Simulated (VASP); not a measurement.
# CaO (Fm-3m) in VASP: further runs

Runs on CaO. Level: LDA. Tasks: single point.

All numbers are computed with VASP 6.6.1; they aren't measurements. Logs are shortened: lines on timing, memory, paths and dates and some standing lists are left out, and cuts for length are marked.

## 1. The cell of the first run

The structure is cubic, space group Fm-3m (No. 225). The conventional cell has a = 4.562 Å, b = 4.562 Å, c = 4.562 Å, α = 90.00°, β = 90.00°, γ = 90.00°. Within 3.0 Å of Ca (site symmetry m-3m) lie 6 O at 2.28 Å. Within 3.0 Å of O (site symmetry m-3m) lie 6 Ca at 2.28 Å.

## 2. Single point, LDA

The input, INCAR:

```
  PREC = Accurate
  ENCUT = 1340
  EDIFF = 1E-6
  ISMEAR = 0
  SIGMA = 0.01
  LREAL = F
  LASPH = T
  NELM = 120
  ALGO = Normal
  ISIF = 2
  LWAVE = F
  LCHARG = F
  NBANDS = 15
  GGA_COMPAT = F
```

The input, KPOINTS:

```
regular mesh
0
Gamma
  8 8 8
```

The input, POSCAR:

```
CaO
1.0
    2.2808771801      2.2808771801      0.0000000000
   -2.2808771801      2.2808771801      0.0000000000
    0.0000000000      2.2808771801      2.2808771801
Ca O
1 1
Direct
    0.0000000000      0.0000000000      0.0000000000
    0.5000000000      0.5000000000      0.0000000000
```

Potentials or basis: VASP PAW LDA potentials, release 64 (Ca_sv, O_h).

Run with:

```bash
$ cat potpaw_LDA.64/Ca_sv/POTCAR potpaw_LDA.64/O_h/POTCAR > POTCAR
$ mpirun -np 1 vasp_std > vasp.out
```

OUTCAR:

```text
PREC = Accurate
   ENCUT = 1340
   EDIFF = 1E-6
   ISMEAR = 0
   LREAL = F
   LASPH = T
   NELM = 120
   ISIF = 2

 ion  position               nearest neighbor table
   1  0.000  0.000  0.000-   2 2.28   2 2.28   2 2.28   2 2.28   2 2.28   2 2.28
   2  0.500  0.500  0.000-   1 2.28   1 2.28   1 2.28   1 2.28   1 2.28   1 2.28

  LATTYP: Found a face centered cubic cell.
 ALAT       =     4.5617543602

  Lattice vectors:

 A1 = (   0.0000000000,   2.2808771801,   2.2808771801)
 A2 = (   2.2808771801,   0.0000000000,   2.2808771801)
 A3 = (   2.2808771801,   2.2808771801,   0.0000000000)

Analysis of symmetry for initial positions (statically):
=====================================================================
 Subroutine PRICEL returns:
 Original cell was already a primitive cell.

 Routine SETGRP: Setting up the symmetry group for a
 face centered cubic supercell.

 Subroutine GETGRP returns: Found 48 space group operations
 (whereof 48 operations were pure point group operations)
 out of a pool of 48 trial point group operations.

The static configuration has the point symmetry O_h .

Analysis of symmetry for dynamics (positions and initial velocities):
=====================================================================
 Subroutine PRICEL returns:
 Original cell was already a primitive cell.

 Routine SETGRP: Setting up the symmetry group for a
 face centered cubic supercell.

 Subroutine GETGRP returns: Found 48 space group operations
 (whereof 48 operations were pure point group operations)
 out of a pool of 48 trial point group operations.

The dynamic configuration has the point symmetry O_h .

 Subroutine INISYM returns: Found 48 space group operations
 (whereof 48 operations are pure point group operations),
 and found     1 'primitive' translations

----------------------------------------------------------------------------------------

                                     Primitive cell

  volume of cell :      23.7321

  direct lattice vectors                    reciprocal lattice vectors
     2.280877180  2.280877180  0.000000000     0.219213908  0.219213908 -0.219213908
    -2.280877180  2.280877180  0.000000000    -0.219213908  0.219213908 -0.219213908
     0.000000000  2.280877180  2.280877180     0.000000000  0.000000000  0.438427816

  length of vectors
     3.225647442  3.225647442  3.225647442     0.379689626  0.379689626  0.438427816

  position of ions in fractional coordinates (direct lattice)
     0.000000000  0.000000000  0.000000000
     0.500000000  0.500000000  0.000000000

  ion indices of the primitive-cell ions
   primitive index   ion index
                 1           1
                 2           2

----------------------------------------------------------------------------------------

 KPOINTS: regular mesh

Automatic generation of k-mesh.
 Grid dimensions read from file:
 generate k-points for:    8    8    8

 Generating k-lattice:

  Cartesian coordinates                     Fractional coordinates (reciprocal lattice)
     0.027401738  0.027401738 -0.027401738     0.125000000  0.000000000  0.000000000
    -0.027401738  0.027401738 -0.027401738     0.000000000  0.125000000  0.000000000
     0.000000000  0.000000000  0.054803477     0.000000000  0.000000000  0.125000000

  Length of vectors
     0.047461203  0.047461203  0.054803477

  Shift w.r.t. Gamma in fractional coordinates (k-lattice)
     0.000000000  0.000000000  0.000000000

 Subroutine IBZKPT returns following result:
 ===========================================

 Found     29 irreducible k-points:

 Following reciprocal coordinates:
            Coordinates               Weight
  0.000000  0.000000  0.000000      1.000000
  0.125000  0.000000  0.000000      8.000000
  0.250000  0.000000  0.000000      8.000000
  0.375000  0.000000  0.000000      8.000000
  0.500000  0.000000  0.000000      4.000000
  0.125000  0.125000  0.000000     12.000000
[... 16 lines left out ...]
  0.375000  0.250000  0.125000     48.000000
  0.500000  0.250000  0.125000     24.000000
 [... further k-points ...]
   k-points           NKPTS =     29   k-points in BZ     NKDIM =     29   number of bands    NBANDS=     15
   number of dos      NEDOS =    301   number of ions     NIONS =      2
   total plane-waves  NPLWV =  64000
   dimension x,y,z NGX =    40 NGY =   40 NGZ =   40
   dimension x,y,z NGXF=    80 NGYF=   80 NGZF=   80
   ions per type =               1   1
   NGX,Y,Z   is equivalent  to a cutoff of  20.62, 20.62, 20.62 a.u.
   NGXF,Y,Z  is equivalent  to a cutoff of  41.23, 41.23, 41.23 a.u.
 SYSTEM =  unknown system
   PREC   = accura    normal or accurate (medium, high low for compatibility)
   ISTART =      0    job   : 0-new  1-cont  2-samecut
   ICHARG =      2    charge: 1-file 2-atom 10-const
   ISPIN  =      1    spin polarized calculation?
   LNONCOLLINEAR =      F non collinear calculations
   LSORBIT =      F    spin-orbit coupling
   LASPH  =      T    aspherical Exc in radial PAW
   ENCUT  = 1340.0 eV  98.49 Ry    9.92 a.u.   9.63  9.63  9.63*2*pi/ulx,y,z
   NELM   =    120;   NELMIN=  2; NELMDL= -5     # of ELM steps
   EDIFF  = 0.1E-05   stopping-criterion for ELM
   LREAL  =      F    real-space projection
   EDIFFG = 0.1E-04   stopping-criterion for IOM
   NSW    =      0    number of steps for IOM
   IBRION =     -1    ionic relax: 0-MD 1-quasi-New 2-CG
   NFREE  =      0    steps in history (QN), initial steepest desc. (CG)
   ISIF   =      2    stress and relaxation
   ISYM   =      2    0-nonsym 1-usesym 2-fastsym
   POTIM  = 0.5000    time-step for ionic-motion
   TEBEG  =    0.0;   TEEND  =   0.0 temperature during run
   PSTRESS=    0.0 pullay stress
   NELECT =      16.0000    total number of electrons
   NUPDOWN=      -1.0000    fix difference up-down
   EMIN   =  10.00;   EMAX   =-10.00  energy-range for DOS
   EFERMI =   0.00;   METHOD = LEGACY
   ISMEAR =     0;   SIGMA  =   0.01  broadening in eV -4-tet -1-fermi 0-gaus
   EFERMI_NEDOS =   21; number of points for ismear=-14 and -15
   IALGO  =     38    algorithm
   IMIX   =      4    mixing-type and parameters
     AMIX     =   0.40;   BMIX     =  1.00
     AMIX_MAG =   1.60;   BMIX_MAG =  1.00
  volume/ion in A,a.u.               =      11.87        80.08
  Fermi-wavevector in a.u.,A,eV,Ry     =   1.435499  2.712700 28.036950  2.060658
  Thomas-Fermi vector in A             =   2.554791
   LORBIT       =      0    0 simple, 1 ext, 2 COOP (PROOUT), +10 PAW based schemes
   GGA     = CA    functional components
   LHFCALC =     F    Hartree Fock is set to
   AEXX    =    0.0000 exact exchange contribution
   IVDW    =     0    specifies the selected vdW correction
   LEPSILON=     F    determine dielectric tensor
   LRPA    =     F    only Hartree local field effects (RPA)
 non-spin polarized calculation
 Gauss-broadening in eV      SIGMA  =   0.01
  energy-cutoff  :     1340.00
  volume of cell :       23.73
 maximum number of plane-waves:      2685
   NGX = 19   NGY = 19   NGZ = 19

 number of electron      16.0000000 magnetization

 Free energy of the ion-electron system (eV)
  ---------------------------------------------------
  ext. energy  EPLUGINS =         0.00000000
  ---------------------------------------------------
  free energy    TOTEN  =       -14.10822935 eV

  energy without entropy =      -14.10822935  energy(sigma->0) =      -14.10822935

 E-fermi :   3.4075     XC(G=0): -11.8245

 val. band max:        3.3333577359   @ k =   0.0000   0.0000   0.0000
 cond. band min:       6.6549936535   @ k =   0.5000   0.5000   0.0000
 fundamental gap:      3.3216359176
 Fermi energy:         3.4075427066

 k-point     1 :       0.0000    0.0000    0.0000
  band No.  band energies     occupation
      1     -33.1697      2.00000
      2     -14.0466      2.00000
      3     -14.0466      2.00000
      4     -14.0466      2.00000
      5     -12.1787      2.00000
      6       3.3334      2.00000
      7       3.3334      2.00000
      8       3.3334      2.00000
      9       9.2866      0.00000
     10       9.7724      0.00000
     11       9.7724      0.00000
     12       9.7724      0.00000
     13      11.6367      0.00000
     14      11.6367      0.00000
     15      19.0699      0.00000

 k-point     2 :       0.1250    0.0000    0.0000
  band No.  band energies     occupation
      1     -33.1379      2.00000
      2     -14.5350      2.00000
      3     -14.0588      2.00000
      4     -14.0588      2.00000
      5     -11.6936      2.00000
      6       2.7310      2.00000
      7       3.0452      2.00000
      8       3.0452      2.00000
      9       9.7117      0.00000
     10      10.0307      0.00000
     11      10.1011      0.00000
     12      10.1011      0.00000
     13      12.1244      0.00000
     14      12.1244      0.00000
     15      19.8795      0.00000

 k-point     3 :       0.2500    0.0000    0.0000
  band No.  band energies     occupation
      1     -33.0601      2.00000
      2     -15.3142      2.00000
      3     -14.0879      2.00000
      4     -14.0879      2.00000
      5     -10.9188      2.00000
      6       1.5609      2.00000
      7       2.4437      2.00000
      8       2.4437      2.00000
      9       9.8960      0.00000
     10      10.9695      0.00000
     11      10.9695      0.00000
     12      11.5156      0.00000
     13      13.2772      0.00000
     14      13.2772      0.00000
     15      20.7980      0.00000
[... 343 lines left out ...]
 k-point    23 :       0.3750    0.2500    0.1250
  band No.  band energies     occupation
      1     -32.9405      2.00000
      2     -15.6245      2.00000
      3     -14.4463      2.00000
      4     -14.2184      2.00000
      5     -10.7002      2.00000
      6       1.0333      2.00000
      7       1.9796      2.00000
      8       2.3841      2.00000
      9       9.4325      0.00000
     10      11.6400      0.00000
     11      12.5989      0.00000
     12      12.9695      0.00000
     13      14.5089      0.00000
     14      15.8903      0.00000
     15      19.9963      0.00000

 k-point    24 :       0.5000    0.2500    0.1250
  band No.  band energies     occupation
      1     -32.9141      2.00000
      2     -15.7253      2.00000
      3     -14.4717      2.00000
      4     -14.2662      2.00000
      5     -10.6303      2.00000
      6       0.9783      2.00000
      7       2.0158      2.00000
      8       2.0357      2.00000
      9      10.5724      0.00000
     10      10.6443      0.00000
     11      12.9757      0.00000
     12      13.4993      0.00000
     13      14.8467      0.00000
     14      16.7332      0.00000
     15      19.1623      0.00000

 [... further k-points ...]
[... 5 lines left out ...]
  --------------------------------------------------------------------------------------
  -------------------------------------------------------------------------------------
  Total        2.4170206      2.4170206      2.4170206     -0.0000000      0.0000000     -0.0000000
  in kB      163.1756097    163.1756097    163.1756097     -0.0000000      0.0000000     -0.0000000
  external PRESSURE =     163.1756097 kB  Pullay stress =       0.0000000 kB

 VOLUME and BASIS-vectors are now :
 -----------------------------------------------------------------------------
  energy-cutoff  :     1340.00
  volume of cell :       23.73
      direct lattice vectors                 reciprocal lattice vectors
     2.280877180  2.280877180  0.000000000     0.219213908  0.219213908 -0.219213908
    -2.280877180  2.280877180  0.000000000    -0.219213908  0.219213908 -0.219213908
     0.000000000  2.280877180  2.280877180     0.000000000  0.000000000  0.438427816

 POSITION                                       TOTAL-FORCE (eV/Angst)
 -----------------------------------------------------------------------------------
      0.00000      0.00000      0.00000         0.000000     -0.000000      0.000000
      0.00000      2.28088      0.00000        -0.000000      0.000000      0.000000
 -----------------------------------------------------------------------------------
    total drift:                                0.000000     -0.000000     -0.000000

  FREE ENERGIE OF THE ION-ELECTRON SYSTEM (eV)
  ---------------------------------------------------
  free  energy   TOTEN  =       -14.1082293526 eV

  energy  without entropy=      -14.1082293526  energy(sigma->0) =      -14.10822935
```

It took 24 s on 1 thread of Intel Xeon Platinum 8488C (Sapphire Rapids), shared host; peak memory 0.22 GiB.

What came out:

```yaml
Free_energy: -14.1082 eV
Pressure: 16.3 GPa
Band_gap_on_the_k_mesh: 3.32 eV (least direct gap 3.63 eV)
```

Levels at points of the mesh, in eV from the valence-band top:
| k point | band 4 | band 5 | band 6 | band 7 | band 8 | band 9 | band 10 | band 11 | band 12 | band 13 |
| --- | --- | --- | --- | --- | --- | --- | --- | --- | --- | --- |
| (0.00, 0.00, 0.00) | -17.38 | -15.51 | 0.00 | 0.00 | 0.00 | 5.95 | 6.44 | 6.44 | 6.44 | 8.30 |
| (0.50, 0.00, 0.00) | -17.46 | -13.46 | -3.11 | -1.59 | -1.59 | 7.69 | 9.16 | 9.16 | 9.56 | 11.79 |
| (0.50, 0.50, 0.00) | -17.78 | -15.31 | -1.16 | -0.31 | -0.31 | 3.32 | 9.26 | 9.77 | 10.62 | 10.62 |

Caveat: the cell stands under pressure. A k mesh can miss the band edges.

## 3. Single point, LDA

This run uses another cell than the first one, of 12.42 Å³/atom.

INCAR, as its differences from that of step 2:

```diff
@@ -11,3 +11,5 @@
   LWAVE = F
-  LCHARG = F
+  LCHARG = T
+  LELF = T
+  LVHAR = T
   NBANDS = 15
```

The input, KPOINTS:

```
Automatic mesh
0
Gamma
  8 8 8
```

The input, POSCAR:

```
CaO
1.0
    2.3159654973      2.3159654973      0.0000000000
   -2.3159654973      2.3159654973      0.0000000000
    0.0000000000      2.3159654973      2.3159654973
Ca O
1 1
Direct
    0.0000000000      0.0000000000      0.0000000000
    0.5000000000      0.5000000000      0.0000000000
```

Potentials or basis: VASP PAW LDA potentials, release 64 (Ca_sv, O_h).

Run with:

```bash
$ cat potpaw_LDA.64/Ca_sv/POTCAR potpaw_LDA.64/O_h/POTCAR > POTCAR
$ mpirun -np 1 vasp_std > vasp.out
```

Run time: 69 s. Hardware: 1 thread of AMD EPYC, shared host; peak memory 0.2 GiB.

Results (log left out):

```
Free energy            : -14.1933 eV
Pressure               : 8.1 GPa
Band gap on the k mesh : 3.38 eV (least direct gap 3.71 eV)
```

Levels at points of the mesh, in eV from the valence-band top:
| k point | band 4 | band 5 | band 6 | band 7 | band 8 | band 9 | band 10 | band 11 | band 12 | band 13 |
| --- | --- | --- | --- | --- | --- | --- | --- | --- | --- | --- |
| (0.00, 0.00, 0.00) | -17.59 | -15.42 | 0.00 | 0.00 | 0.00 | 5.52 | 6.35 | 6.35 | 6.35 | 8.12 |
| (0.50, 0.00, 0.00) | -17.66 | -13.63 | -2.99 | -1.48 | -1.48 | 7.47 | 8.91 | 8.91 | 9.18 | 11.38 |
| (0.50, 0.50, 0.00) | -17.94 | -15.20 | -1.22 | -0.34 | -0.34 | 3.38 | 8.88 | 9.51 | 10.30 | 10.30 |

Caveat: the cell stands under pressure.
